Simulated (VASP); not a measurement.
# Si (Fd-3m) in VASP: single point with LDA

Aim: the single point of Si with LDA.

All numbers are computed with VASP 6.6.1; they aren't measurements. Logs are shortened: lines on timing, memory, paths and dates and some standing lists are left out, and cuts for length are marked.

## 1. The cell of the first run

Symmetry: Fd-3m, No. 227, cubic system. The conventional cell has a = 5.427 Å, b = 5.427 Å, c = 5.427 Å, α = 90.00°, β = 90.00°, γ = 90.00°. Si (site symmetry -43m) has 4 Si at 2.35 Å within 3.1 Å.

## 2. Single point, LDA

The input, INCAR:

```
SYSTEM = Si
PREC = Accurate
ENCUT = 520
EDIFF = 1E-6
ISMEAR = 0
SIGMA = 0.01
LREAL = .FALSE.
LASPH = .TRUE.
NELM = 100
ALGO = Normal
ISIF = 2
LWAVE = .FALSE.
LCHARG = .TRUE.
GGA = CA
LELF = .TRUE.
LVHAR = .TRUE.
NBANDS = 11
```

The input, KPOINTS:

```
regular mesh
0
G
  8 8 8
  0 0 0
```

The input, POSCAR:

```
Si
1.0
    0.0000000000      2.7135600000      2.7135600000
    2.7135600000      0.0000000000      2.7135600000
    2.7135600000      2.7135600000      0.0000000000
Si
2
Direct
    0.7500000000      0.7500000000      0.7500000000
    0.5000000000      0.5000000000      0.5000000000
```

Potentials or basis: VASP PAW LDA potentials, release 64 (Si).

Command:

```bash
cat potpaw_LDA.64/Si/POTCAR > POTCAR
mpirun -np 1 vasp_std > vasp.out
```

OUTCAR:

```text
SYSTEM = Si
   PREC = Accurate
   ENCUT = 520
   EDIFF = 1E-6
   ISMEAR = 0
   LREAL = .FALSE.
   LASPH = .TRUE.
   NELM = 100
   ISIF = 2
   GGA = CA

 ion  position               nearest neighbor table
   1  0.750  0.750  0.750-   2 2.35   2 2.35   2 2.35   2 2.35
   2  0.500  0.500  0.500-   1 2.35   1 2.35   1 2.35   1 2.35

  LATTYP: Found a face centered cubic cell.
 ALAT       =     5.4271200000

  Lattice vectors:

 A1 = (   0.0000000000,   2.7135600000,   2.7135600000)
 A2 = (   2.7135600000,   0.0000000000,   2.7135600000)
 A3 = (   2.7135600000,   2.7135600000,   0.0000000000)

Analysis of symmetry for initial positions (statically):
=====================================================================
 Subroutine PRICEL returns:
 Original cell was already a primitive cell.

 Routine SETGRP: Setting up the symmetry group for a
 face centered cubic supercell.

 Subroutine GETGRP returns: Found 48 space group operations
 (whereof 24 operations were pure point group operations)
 out of a pool of 48 trial point group operations.

The static configuration has the point symmetry T_d .
 The point group associated with its full space group is O_h .

Analysis of symmetry for dynamics (positions and initial velocities):
=====================================================================
 Subroutine PRICEL returns:
 Original cell was already a primitive cell.

 Routine SETGRP: Setting up the symmetry group for a
 face centered cubic supercell.

 Subroutine GETGRP returns: Found 48 space group operations
 (whereof 24 operations were pure point group operations)
 out of a pool of 48 trial point group operations.

The dynamic configuration has the point symmetry T_d .
 The point group associated with its full space group is O_h .

 Subroutine INISYM returns: Found 48 space group operations
 (whereof 24 operations are pure point group operations),
 and found     1 'primitive' translations

----------------------------------------------------------------------------------------

                                     Primitive cell

  volume of cell :      39.9621

  direct lattice vectors                    reciprocal lattice vectors
     0.000000000  2.713560000  2.713560000    -0.184259792  0.184259792  0.184259792
     2.713560000  0.000000000  2.713560000     0.184259792 -0.184259792  0.184259792
     2.713560000  2.713560000  0.000000000     0.184259792  0.184259792 -0.184259792

  length of vectors
     3.837553354  3.837553354  3.837553354     0.319147321  0.319147321  0.319147321

  position of ions in fractional coordinates (direct lattice)
     0.750000000  0.750000000  0.750000000
     0.500000000  0.500000000  0.500000000

  ion indices of the primitive-cell ions
   primitive index   ion index
                 1           1
                 2           2

----------------------------------------------------------------------------------------

 KPOINTS: regular mesh

Automatic generation of k-mesh.
 Grid dimensions read from file:
 generate k-points for:    8    8    8

 Generating k-lattice:

  Cartesian coordinates                     Fractional coordinates (reciprocal lattice)
    -0.023032474  0.023032474  0.023032474     0.125000000  0.000000000  0.000000000
     0.023032474 -0.023032474  0.023032474     0.000000000  0.125000000  0.000000000
     0.023032474  0.023032474 -0.023032474     0.000000000  0.000000000  0.125000000

  Length of vectors
     0.039893415  0.039893415  0.039893415

  Shift w.r.t. Gamma in fractional coordinates (k-lattice)
     0.000000000  0.000000000  0.000000000

 Subroutine IBZKPT returns following result:
 ===========================================

 Found     29 irreducible k-points:

 Following reciprocal coordinates:
            Coordinates               Weight
  0.000000  0.000000  0.000000      1.000000
  0.125000  0.000000  0.000000      8.000000
  0.250000  0.000000  0.000000      8.000000
  0.375000  0.000000  0.000000      8.000000
  0.500000  0.000000  0.000000      4.000000
  0.125000  0.125000  0.000000      6.000000
[... 16 lines left out ...]
  0.500000  0.250000  0.125000     48.000000
 -0.375000  0.250000  0.125000     24.000000
 [... further k-points ...]
   k-points           NKPTS =     29   k-points in BZ     NKDIM =     29   number of bands    NBANDS=     11
   number of dos      NEDOS =    301   number of ions     NIONS =      2
   total plane-waves  NPLWV =  27000
   dimension x,y,z NGX =    30 NGY =   30 NGZ =   30
   dimension x,y,z NGXF=    60 NGYF=   60 NGZF=   60
   ions per type =               2
   NGX,Y,Z   is equivalent  to a cutoff of  13.00, 13.00, 13.00 a.u.
   NGXF,Y,Z  is equivalent  to a cutoff of  25.99, 25.99, 25.99 a.u.
 SYSTEM =  Si
   PREC   = accura    normal or accurate (medium, high low for compatibility)
   ISTART =      0    job   : 0-new  1-cont  2-samecut
   ICHARG =      2    charge: 1-file 2-atom 10-const
   ISPIN  =      1    spin polarized calculation?
   LNONCOLLINEAR =      F non collinear calculations
   LSORBIT =      F    spin-orbit coupling
   LASPH  =      T    aspherical Exc in radial PAW
   ENCUT  =  520.0 eV  38.22 Ry    6.18 a.u.   7.14  7.14  7.14*2*pi/ulx,y,z
   NELM   =    100;   NELMIN=  2; NELMDL= -5     # of ELM steps
   EDIFF  = 0.1E-05   stopping-criterion for ELM
   LREAL  =      F    real-space projection
   EDIFFG = 0.1E-04   stopping-criterion for IOM
   NSW    =      0    number of steps for IOM
   IBRION =     -1    ionic relax: 0-MD 1-quasi-New 2-CG
   NFREE  =      0    steps in history (QN), initial steepest desc. (CG)
   ISIF   =      2    stress and relaxation
   ISYM   =      2    0-nonsym 1-usesym 2-fastsym
   POTIM  = 0.5000    time-step for ionic-motion
   TEBEG  =    0.0;   TEEND  =   0.0 temperature during run
   PSTRESS=    0.0 pullay stress
   NELECT =       8.0000    total number of electrons
   NUPDOWN=      -1.0000    fix difference up-down
   EMIN   =  10.00;   EMAX   =-10.00  energy-range for DOS
   EFERMI =   0.00;   METHOD = LEGACY
   ISMEAR =     0;   SIGMA  =   0.01  broadening in eV -4-tet -1-fermi 0-gaus
   EFERMI_NEDOS =   21; number of points for ismear=-14 and -15
   IALGO  =     38    algorithm
   IMIX   =      4    mixing-type and parameters
     AMIX     =   0.40;   BMIX     =  1.00
     AMIX_MAG =   1.60;   BMIX_MAG =  1.00
  volume/ion in A,a.u.               =      19.98       134.84
  Fermi-wavevector in a.u.,A,eV,Ry     =   0.957684  1.809760 12.478691  0.917158
  Thomas-Fermi vector in A             =   2.086724
   LORBIT       =      0    0 simple, 1 ext, 2 COOP (PROOUT), +10 PAW based schemes
   GGA     = CA    functional components
   LHFCALC =     F    Hartree Fock is set to
   AEXX    =    0.0000 exact exchange contribution
   IVDW    =     0    specifies the selected vdW correction
   LEPSILON=     F    determine dielectric tensor
   LRPA    =     F    only Hartree local field effects (RPA)
 non-spin polarized calculation
 Gauss-broadening in eV      SIGMA  =   0.01
  energy-cutoff  :      520.00
  volume of cell :       39.96
 maximum number of plane-waves:      1090
 NGX is ok and might be reduce to    30
   NGX = 15   NGY = 15   NGZ = 15

 number of electron       8.0000000 magnetization

 Free energy of the ion-electron system (eV)
  ---------------------------------------------------
  ext. energy  EPLUGINS =         0.00000000
  ---------------------------------------------------
  free energy    TOTEN  =       -11.91351460 eV

  energy without entropy =      -11.91351460  energy(sigma->0) =      -11.91351460

 E-fermi :   5.9147     XC(G=0):  -9.6126

 val. band max:        5.7915717755   @ k =   0.0000   0.0000   0.0000
 cond. band min:       6.3026676738   @ k =   0.3750   0.3750   0.0000
 fundamental gap:      0.5110958983
 Fermi energy:         5.9147404524

 k-point     1 :       0.0000    0.0000    0.0000
  band No.  band energies     occupation
      1      -6.1796      2.00000
      2       5.7916      2.00000
      3       5.7916      2.00000
      4       5.7916      2.00000
      5       8.3158      0.00000
      6       8.3158      0.00000
      7       8.3158      0.00000
      8       9.0232      0.00000
      9      13.4761      0.00000
     10      13.5194      0.00000
     11      13.5194      0.00000

 k-point     2 :       0.1250    0.0000    0.0000
  band No.  band energies     occupation
      1      -5.9750      2.00000
      2       4.1788      2.00000
      3       5.5014      2.00000
      4       5.5014      2.00000
      5       8.2189      0.00000
      6       8.7406      0.00000
      7       8.7406      0.00000
      8      10.3900      0.00000
      9      13.0137      0.00000
     10      13.0137      0.00000
     11      14.2833      0.00000

 k-point     3 :       0.2500    0.0000    0.0000
  band No.  band energies     occupation
      1      -5.3780      2.00000
      2       1.8451      2.00000
      3       5.0312      2.00000
      4       5.0312      2.00000
      5       7.7261      0.00000
      6       9.2552      0.00000
      7       9.2552      0.00000
      8      12.5721      0.00000
      9      12.9540      0.00000
     10      12.9540      0.00000
     11      14.5703      0.00000

 k-point     4 :       0.3750    0.0000    0.0000
  band No.  band energies     occupation
      1      -4.4803      2.00000
      2      -0.1796      2.00000
      3       4.7057      2.00000
      4       4.7057      2.00000
      5       7.3565      0.00000
      6       9.1950      0.00000
      7       9.1950      0.00000
      8      13.4732      0.00000
      9      14.3341      0.00000
     10      14.3341      0.00000
     11      15.2959      0.00000
[... 239 lines left out ...]
 k-point    22 :       0.3750    0.2500    0.1250
  band No.  band energies     occupation
      1      -4.8472      2.00000
      2       1.4930      2.00000
      3       3.0543      2.00000
      4       4.3576      2.00000
      5       8.1666      0.00000
      6       9.6156      0.00000
      7       9.9076      0.00000
      8      11.2355      0.00000
      9      13.5191      0.00000
     10      15.9687      0.00000
     11      16.6839      0.00000

 k-point    23 :       0.5000    0.2500    0.1250
  band No.  band energies     occupation
      1      -3.9554      2.00000
      2      -0.0624      2.00000
      3       2.4431      2.00000
      4       3.8518      2.00000
      5       8.5896      0.00000
      6       9.2704      0.00000
      7      10.7272      0.00000
      8      11.6663      0.00000
      9      14.7402      0.00000
     10      15.4062      0.00000
     11      17.6574      0.00000

 k-point    24 :      -0.3750    0.2500    0.1250
  band No.  band energies     occupation
      1      -3.2975      2.00000
      2      -1.0139      2.00000
      3       2.3146      2.00000
      4       3.6205      2.00000
      5       8.7816      0.00000
      6       8.8399      0.00000
      7      11.6414      0.00000
      8      12.8231      0.00000
      9      13.0982      0.00000
     10      16.2761      0.00000
     11      17.3855      0.00000

 [... further k-points ...]
[... 5 lines left out ...]
  --------------------------------------------------------------------------------------
  -------------------------------------------------------------------------------------
  Total       -0.3137645     -0.3137645     -0.3137645      0.0000000     -0.0000000     -0.0000000
  in kB      -12.5795802    -12.5795802    -12.5795802      0.0000000     -0.0000000     -0.0000000
  external PRESSURE =     -12.5795802 kB  Pullay stress =       0.0000000 kB

 VOLUME and BASIS-vectors are now :
 -----------------------------------------------------------------------------
  energy-cutoff  :      520.00
  volume of cell :       39.96
      direct lattice vectors                 reciprocal lattice vectors
     0.000000000  2.713560000  2.713560000    -0.184259792  0.184259792  0.184259792
     2.713560000  0.000000000  2.713560000     0.184259792 -0.184259792  0.184259792
     2.713560000  2.713560000  0.000000000     0.184259792  0.184259792 -0.184259792

 POSITION                                       TOTAL-FORCE (eV/Angst)
 -----------------------------------------------------------------------------------
      4.07034      4.07034      4.07034         0.000000      0.000000      0.000000
      2.71356      2.71356      2.71356        -0.000000     -0.000000     -0.000000
 -----------------------------------------------------------------------------------
    total drift:                                0.000000     -0.000000     -0.000000

  FREE ENERGIE OF THE ION-ELECTRON SYSTEM (eV)
  ---------------------------------------------------
  free  energy   TOTEN  =       -11.9135145987 eV

  energy  without entropy=      -11.9135145987  energy(sigma->0) =      -11.91351460
```

Run time: 33 s. Hardware: 1 thread of Intel Xeon 8259CL, shared host; peak memory 0.14 GiB.

Results:

```yaml
Free_energy: -11.9135 eV
Pressure: -1.3 GPa
Band_gap_on_the_k_mesh: 0.51 eV, indirect (least direct gap 2.52 eV)
```

A k mesh can miss the band edges. A hybrid or GW would open this gap; LDA tends to underestimate it.
